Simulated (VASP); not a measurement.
# ZnO (I4/mmm) in VASP: notebook

The runs below take ZnO through single point, with LDA.

Program: VASP 6.6.1. These are calculated values, not measurements. Logs are shortened: lines on timing, memory, paths and dates and some standing lists are left out, and cuts for length are marked.

## Step 1: The cell of the first run

It takes space group I4/mmm (No. 139, tetragonal). The conventional cell has a = 3.444 Å, b = 3.444 Å, c = 3.443 Å, α = 90.00°, β = 90.00°, γ = 90.00°. Within 2.3 Å of Zn (site symmetry 4/mmm) lie 2 O at 1.72 Å. O (site symmetry 4/mmm) has 2 Zn at 1.72 Å within 2.3 Å.

## Step 2: Single point, LDA

INCAR reads:

```
PREC = Accurate
ENCUT = 520
EDIFF = 1E-6
ISMEAR = 0
SIGMA = 0.05
LREAL = False
LASPH = True
NELM = 80
ALGO = Normal
ISIF = 2
LWAVE = False
LCHARG = False
GGA = CA
NBANDS = 16
```

KPOINTS reads:

```
Automatic mesh
0
Gamma
  12 12 12
```

POSCAR reads:

```
ZnO
1.0
    0.0000000000      2.4352389001      1.7217139024
    2.4352389001      0.0000000000      1.7217139024
    2.4352389001      2.4352389001      0.0000000000
Zn O
1 1
Direct
    0.0000000000      0.0000000000      0.0000000000
    0.5000000000      0.5000000000      0.5000000000
```

Potentials or basis: VASP PAW LDA potentials, release 64 (Zn, O).

Launch:

```
$ cat potpaw_LDA.64/Zn/POTCAR potpaw_LDA.64/O/POTCAR > POTCAR
$ mpirun -np 1 vasp_std > vasp.out
```

OUTCAR:

```text
PREC = Accurate
   ENCUT = 520
   EDIFF = 1E-6
   ISMEAR = 0
   LREAL = False
   LASPH = True
   NELM = 80
   ISIF = 2
   GGA = CA

 ion  position               nearest neighbor table
   1  0.000  0.000  0.000-   2 1.72   2 1.72   2 2.44   2 2.44   2 2.44   2 2.44
   2  0.500  0.500  0.500-   1 1.72   1 1.72   1 2.44   1 2.44   1 2.44   1 2.44

  LATTYP: Found a body centered tetragonal cell.
 ALAT       =     3.4439478801
 C/A-ratio  =     0.9998489886

  Lattice vectors:

 A1 = (   0.0000000000,  -2.4352389001,  -1.7217139024)
 A2 = (   0.0000000000,   2.4352389001,  -1.7217139024)
 A3 = (   2.4352389001,   0.0000000000,   1.7217139024)

Analysis of symmetry for initial positions (statically):
=====================================================================
 Subroutine PRICEL returns:
 Original cell was already a primitive cell.

 Routine SETGRP: Setting up the symmetry group for a
 body centered tetragonal supercell.

 Subroutine GETGRP returns: Found 16 space group operations
 (whereof 16 operations were pure point group operations)
 out of a pool of 16 trial point group operations.

The static configuration has the point symmetry D_4h.

Analysis of symmetry for dynamics (positions and initial velocities):
=====================================================================
 Subroutine PRICEL returns:
 Original cell was already a primitive cell.

 Routine SETGRP: Setting up the symmetry group for a
 body centered tetragonal supercell.

 Subroutine GETGRP returns: Found 16 space group operations
 (whereof 16 operations were pure point group operations)
 out of a pool of 16 trial point group operations.

The dynamic configuration has the point symmetry D_4h.

 Subroutine INISYM returns: Found 16 space group operations
 (whereof 16 operations are pure point group operations),
 and found     1 'primitive' translations

----------------------------------------------------------------------------------------

                                     Primitive cell

  volume of cell :      20.4209

  direct lattice vectors                    reciprocal lattice vectors
     0.000000000  2.435238900  1.721713902    -0.205318665  0.205318665  0.290408296
     2.435238900  0.000000000  1.721713902     0.205318665 -0.205318665  0.290408296
     2.435238900  2.435238900  0.000000000     0.205318665  0.205318665 -0.290408296

  length of vectors
     2.982396228  2.982396228  3.443947880     0.410668341  0.410668341  0.410668341

  position of ions in fractional coordinates (direct lattice)
[... 8 lines left out ...]
----------------------------------------------------------------------------------------

 KPOINTS: Automatic mesh

Automatic generation of k-mesh.
 Grid dimensions read from file:
 generate k-points for:   12   12   12

 Generating k-lattice:

  Cartesian coordinates                     Fractional coordinates (reciprocal lattice)
    -0.017109889  0.017109889  0.024200691     0.083333333  0.000000000  0.000000000
     0.017109889 -0.017109889  0.024200691     0.000000000  0.083333333  0.000000000
     0.017109889  0.017109889 -0.024200691     0.000000000  0.000000000  0.083333333

  Length of vectors
     0.034222362  0.034222362  0.034222362

  Shift w.r.t. Gamma in fractional coordinates (k-lattice)
     0.000000000  0.000000000  0.000000000

 Subroutine IBZKPT returns following result:
 ===========================================

 Found    163 irreducible k-points:

 Following reciprocal coordinates:
            Coordinates               Weight
  0.000000  0.000000  0.000000      1.000000
  0.083333  0.000000  0.000000      8.000000
  0.166667 -0.000000  0.000000      8.000000
  0.250000  0.000000  0.000000      8.000000
  0.333333  0.000000  0.000000      8.000000
  0.416667  0.000000  0.000000      8.000000
[... 16 lines left out ...]
  0.500000  0.166667  0.000000      8.000000
 -0.416667  0.166667  0.000000      8.000000
 [... further k-points ...]
   k-points           NKPTS =    163   k-points in BZ     NKDIM =    163   number of bands    NBANDS=     16
   number of dos      NEDOS =    301   number of ions     NIONS =      2
   total plane-waves  NPLWV =  16128
   dimension x,y,z NGX =    24 NGY =   24 NGZ =   28
   dimension x,y,z NGXF=    48 NGYF=   48 NGZF=   56
   ions per type =               1   1
   NGX,Y,Z   is equivalent  to a cutoff of  13.38, 13.38, 13.52 a.u.
   NGXF,Y,Z  is equivalent  to a cutoff of  26.76, 26.76, 27.03 a.u.
 SYSTEM =  unknown system
   PREC   = accura    normal or accurate (medium, high low for compatibility)
   ISTART =      0    job   : 0-new  1-cont  2-samecut
   ICHARG =      2    charge: 1-file 2-atom 10-const
   ISPIN  =      1    spin polarized calculation?
   LNONCOLLINEAR =      F non collinear calculations
   LSORBIT =      F    spin-orbit coupling
   LASPH  =      T    aspherical Exc in radial PAW
   ENCUT  =  520.0 eV  38.22 Ry    6.18 a.u.   5.55  5.55  6.40*2*pi/ulx,y,z
   NELM   =     80;   NELMIN=  2; NELMDL= -5     # of ELM steps
   EDIFF  = 0.1E-05   stopping-criterion for ELM
   LREAL  =      F    real-space projection
   EDIFFG = 0.1E-04   stopping-criterion for IOM
   NSW    =      0    number of steps for IOM
   IBRION =     -1    ionic relax: 0-MD 1-quasi-New 2-CG
   NFREE  =      0    steps in history (QN), initial steepest desc. (CG)
   ISIF   =      2    stress and relaxation
   ISYM   =      2    0-nonsym 1-usesym 2-fastsym
   POTIM  = 0.5000    time-step for ionic-motion
   TEBEG  =    0.0;   TEEND  =   0.0 temperature during run
   PSTRESS=    0.0 pullay stress
   NELECT =      18.0000    total number of electrons
   NUPDOWN=      -1.0000    fix difference up-down
   EMIN   =  10.00;   EMAX   =-10.00  energy-range for DOS
   EFERMI =   0.00;   METHOD = LEGACY
   ISMEAR =     0;   SIGMA  =   0.05  broadening in eV -4-tet -1-fermi 0-gaus
   EFERMI_NEDOS =   21; number of points for ismear=-14 and -15
   IALGO  =     38    algorithm
   IMIX   =      4    mixing-type and parameters
     AMIX     =   0.40;   BMIX     =  1.00
     AMIX_MAG =   1.60;   BMIX_MAG =  1.00
  volume/ion in A,a.u.               =      10.21        68.90
  Fermi-wavevector in a.u.,A,eV,Ry     =   1.569667  2.966241 33.522790  2.463856
  Thomas-Fermi vector in A             =   2.671516
   LORBIT       =      0    0 simple, 1 ext, 2 COOP (PROOUT), +10 PAW based schemes
   GGA     = CA    functional components
   LHFCALC =     F    Hartree Fock is set to
   AEXX    =    0.0000 exact exchange contribution
   IVDW    =     0    specifies the selected vdW correction
   LEPSILON=     F    determine dielectric tensor
   LRPA    =     F    only Hartree local field effects (RPA)
 non-spin polarized calculation
 Gauss-broadening in eV      SIGMA  =   0.05
  energy-cutoff  :      520.00
  volume of cell :       20.42
 maximum number of plane-waves:       567
 NGX is ok and might be reduce to    24

 number of electron      17.9999995 magnetization

 Free energy of the ion-electron system (eV)
  ---------------------------------------------------
  ext. energy  EPLUGINS =         0.00000000
  ---------------------------------------------------
  free energy    TOTEN  =        -9.70066674 eV

  energy without entropy =       -9.70066674  energy(sigma->0) =       -9.70066674

 E-fermi :   2.7949     XC(G=0): -12.4019

 val. band max:        2.5890301628   @ k =   0.5000   0.0000   0.0000
 cond. band min:       4.1198059841   @ k =   0.0000   0.0000   0.0000
 fundamental gap:      1.5307758213
 Fermi energy:         2.7949311360

 k-point     1 :       0.0000    0.0000    0.0000
  band No.  band energies     occupation
      1     -16.7562      2.00000
      2      -3.2797      2.00000
      3      -3.2797      2.00000
      4      -3.2666      2.00000
      5      -3.2481      2.00000
      6      -2.9170      2.00000
[... 8 lines left out ...]
     15      20.6514      0.00000
     16      21.7705      0.00000

 k-point     2 :       0.0833    0.0000    0.0000
  band No.  band energies     occupation
      1     -16.6696      2.00000
      2      -3.4294      2.00000
      3      -3.3600      2.00000
      4      -3.3343      2.00000
      5      -3.2365      2.00000
      6      -2.9266      2.00000
[... 8 lines left out ...]
     15      21.3161      0.00000
     16      22.0874      0.00000

 k-point     3 :       0.1667   -0.0000    0.0000
  band No.  band energies     occupation
      1     -16.4225      2.00000
      2      -3.9020      2.00000
      3      -3.6066      2.00000
      4      -3.5772      2.00000
      5      -3.1401      2.00000
      6      -2.9432      2.00000
[... 8 lines left out ...]
     15      21.6502      0.00000
     16      24.6510      0.00000

 k-point     4 :       0.2500    0.0000    0.0000
  band No.  band energies     occupation
      1     -16.0548      2.00000
      2      -4.6568      2.00000
      3      -4.0558      2.00000
      4      -3.8471      2.00000
      5      -3.0032      2.00000
      6      -2.9540      2.00000
[... 8 lines left out ...]
     15      22.2153      0.00000
     16      27.5480      0.00000

 k-point     5 :       0.3333    0.0000    0.0000
  band No.  band energies     occupation
      1     -15.6428      2.00000
      2      -5.5325      2.00000
      3      -4.4324      2.00000
      4      -4.0929      2.00000
      5      -2.9591      2.00000
      6      -2.8601      2.00000
[... 8 lines left out ...]
     15      23.1662      0.00000
     16      26.3085      0.00000

 k-point     6 :       0.4167    0.0000    0.0000
  band No.  band energies     occupation
      1     -15.3034      2.00000
      2      -6.2086      2.00000
      3      -4.6711      2.00000
      4      -4.2607      2.00000
      5      -2.9612      2.00000
      6      -2.7510      2.00000
[... 8 lines left out ...]
     15      23.9387      0.00000
     16      25.1117      0.00000
[... 267 lines left out ...]
 k-point    21 :       0.3333    0.1667    0.0000
  band No.  band energies     occupation
      1     -15.3309      2.00000
      2      -6.2905      2.00000
      3      -4.1777      2.00000
      4      -4.0528      2.00000
      5      -3.1428      2.00000
      6      -2.9061      2.00000
[... 8 lines left out ...]
     15      23.4176      0.00000
     16      27.0889      0.00000

 k-point    22 :       0.4167    0.1667    0.0000
  band No.  band energies     occupation
      1     -15.1643      2.00000
      2      -6.3023      2.00000
      3      -4.3596      2.00000
      4      -4.1171      2.00000
      5      -3.1267      2.00000
      6      -2.7829      2.00000
[... 8 lines left out ...]
     15      24.3196      0.00000
     16      26.8828      0.00000

 k-point    23 :       0.5000    0.1667    0.0000
  band No.  band energies     occupation
      1     -15.2035      2.00000
      2      -5.9001      2.00000
      3      -4.4375      2.00000
      4      -4.0957      2.00000
      5      -3.0815      2.00000
      6      -2.7202      2.00000
[... 8 lines left out ...]
     15      24.6857      0.00000
     16      26.5249      0.00000

 k-point    24 :      -0.4167    0.1667    0.0000
  band No.  band energies     occupation
      1     -15.4262      2.00000
      2      -5.1436      2.00000
      3      -4.3729      2.00000
      4      -3.9861      2.00000
      5      -3.0244      2.00000
      6      -2.7500      2.00000
[... 8 lines left out ...]
     15      24.3515      0.00000
     16      26.2821      0.00000

 [... further k-points ...]
[... 5 lines left out ...]
  --------------------------------------------------------------------------------------
  -------------------------------------------------------------------------------------
  Total        0.0687648      0.0687648      8.7793800      0.0000000     -0.0000000     -0.0000000
  in kB        5.3951392      5.3951392    688.8113649      0.0000000     -0.0000000     -0.0000000
  external PRESSURE =     233.2005478 kB  Pullay stress =       0.0000000 kB

 VOLUME and BASIS-vectors are now :
 -----------------------------------------------------------------------------
  energy-cutoff  :      520.00
  volume of cell :       20.42
      direct lattice vectors                 reciprocal lattice vectors
     0.000000000  2.435238900  1.721713902    -0.205318665  0.205318665  0.290408296
     2.435238900  0.000000000  1.721713902     0.205318665 -0.205318665  0.290408296
     2.435238900  2.435238900  0.000000000     0.205318665  0.205318665 -0.290408296

 POSITION                                       TOTAL-FORCE (eV/Angst)
 -----------------------------------------------------------------------------------
      0.00000      0.00000      0.00000         0.000000     -0.000000     -0.000000
      2.43524      2.43524      1.72171        -0.000000      0.000000      0.000000
 -----------------------------------------------------------------------------------
    total drift:                                0.000000     -0.000000     -0.000000

  FREE ENERGIE OF THE ION-ELECTRON SYSTEM (eV)
  ---------------------------------------------------
  free  energy   TOTEN  =        -9.7006667373 eV

  energy  without entropy=       -9.7006667372  energy(sigma->0) =       -9.70066674
```

Wall time 2 min (1 thread of AMD EPYC 7R13, shared host); peak memory 0.14 GiB.

What came out:

```
Free energy            : -9.7007 eV
Pressure               : 23.3 GPa
Band gap on the k mesh : 1.53 eV, indirect (least direct gap 3.19 eV)
```

Stress tensor (GPa, compression positive):
```
 0.54  0.00  0.00
 0.00  0.54  0.00
 0.00  0.00 68.88
```

 A k mesh can miss the band edges.

## Step 3: Single point, LDA

This run uses another cell than the first one, of the same volume but with other edges.

INCAR reads:

```
SYSTEM = ZnO
ALGO = Normal
EDIFF = 1E-6
ENCUT = 520
ISIF = 2
ISMEAR = 0
LASPH = .True.
LCHARG = .True.
LELF = .True.
LREAL = .False.
LVHAR = .True.
LWAVE = .False.
NBANDS = 16
NELM = 100
PREC = Accurate
SIGMA = 0.05
```

KPOINTS reads:

```
k-points
0
Gamma
  12 12 12
  0 0 0
```

POSCAR reads:

```
ZnO
1.0
    0.0000000000      1.9328503959      2.7330504598
    1.9328503959      0.0000000000      2.7330504598
    1.9328503959      1.9328503959      0.0000000000
Zn O
1 1
Direct
    0.0000000000      0.0000000000      0.0000000000
    0.5000000000      0.5000000000      0.5000000000
```

Potentials or basis: VASP PAW LDA potentials, release 64 (Zn, O).

Launch:

```
$ cat potpaw_LDA.64/Zn/POTCAR potpaw_LDA.64/O/POTCAR > POTCAR
$ mpirun -np 1 vasp_std > vasp.out
```

OUTCAR:

```text
SYSTEM = ZnO
   EDIFF = 1E-6
   ENCUT = 520
   ISIF = 2
   ISMEAR = 0
   LASPH = .True.
   LREAL = .False.
   NELM = 100
   PREC = Accurate

 ion  position               nearest neighbor table
   1  0.000  0.000  0.000-   2 1.93   2 1.93   2 1.93   2 1.93
   2  0.500  0.500  0.500-   1 1.93   1 1.93   1 1.93   1 1.93

  LATTYP: Found a body centered tetragonal cell.
 ALAT       =     2.7334632439
 C/A-ratio  =     1.9996979772

  Lattice vectors:

 A1 = (  -1.9328503959,   0.0000000000,   2.7330504598)
 A2 = (   1.9328503959,   0.0000000000,   2.7330504598)
 A3 = (   0.0000000000,   1.9328503959,  -2.7330504598)

Analysis of symmetry for initial positions (statically):
=====================================================================
 Subroutine PRICEL returns:
 Original cell was already a primitive cell.

 Routine SETGRP: Setting up the symmetry group for a
 body centered tetragonal supercell.

 Subroutine GETGRP returns: Found 16 space group operations
 (whereof 16 operations were pure point group operations)
 out of a pool of 16 trial point group operations.

The static configuration has the point symmetry D_4h.

Analysis of symmetry for dynamics (positions and initial velocities):
[... 164 lines left out ...]
 fundamental gap:      0.2728402496
 Fermi energy:         3.4871456185

 k-point     1 :       0.0000    0.0000    0.0000
  band No.  band energies     occupation
      1     -16.6267      2.00000
      2      -3.2969      2.00000
      3      -3.1133      2.00000
      4      -2.6641      2.00000
      5      -2.6641      2.00000
      6      -2.4039      2.00000
[... 433 lines left out ...]
      3      -4.2822      2.00000
      4      -3.9352      2.00000
      5      -2.4994      2.00000
      6      -2.4668      2.00000
[... 8 lines left out ...]
     15      25.3826      0.00000
     16      28.0476      0.00000

 [... further k-points ...]

------------------------ aborting loop because EDIFF is reached ----------------------------------------

  FORCE on cell =-STRESS in cart. coord.  units (eV):
  Direction    XX          YY          ZZ          XY          YZ          ZX
  --------------------------------------------------------------------------------------
  -------------------------------------------------------------------------------------
  Total        3.5106797      3.5106797     -0.9853066      0.0000000      0.0000000      0.0000000
  in kB      275.4404169    275.4404169    -77.3050502      0.0000000      0.0000000      0.0000000
  external PRESSURE =     157.8585945 kB  Pullay stress =       0.0000000 kB

 VOLUME and BASIS-vectors are now :
 -----------------------------------------------------------------------------
  energy-cutoff  :      520.00
  volume of cell :       20.42
      direct lattice vectors                 reciprocal lattice vectors
     0.000000000  1.932850396  2.733050460    -0.258685308  0.258685308  0.182945762
     1.932850396  0.000000000  2.733050460     0.258685308 -0.258685308  0.182945762
     1.932850396  1.932850396  0.000000000     0.258685308  0.258685308 -0.182945762

 POSITION                                       TOTAL-FORCE (eV/Angst)
 -----------------------------------------------------------------------------------
      0.00000      0.00000      0.00000        -0.000000      0.000000     -0.000000
      1.93285      1.93285      2.73305         0.000000     -0.000000      0.000000
 -----------------------------------------------------------------------------------
    total drift:                                0.000000      0.000000      0.000000

  FREE ENERGIE OF THE ION-ELECTRON SYSTEM (eV)
  ---------------------------------------------------
  free  energy   TOTEN  =        -9.9235872086 eV

  energy  without entropy=       -9.9235871294  energy(sigma->0) =       -9.92358717
```

Wall time 2 min (1 thread of AMD EPYC 7R13, shared host); peak memory 0.14 GiB.

What came out:

| Item | Value |
| --- | --- |
| Free energy | -9.9236 eV |
| Pressure | 15.8 GPa |
| Band gap on the k mesh | 0.27 eV, indirect (least direct gap 3.10 eV) |

Stress tensor (GPa, compression positive):
```
27.54  0.00  0.00
 0.00 27.54  0.00
 0.00  0.00 -7.73
```

[end of part 1 of 2]
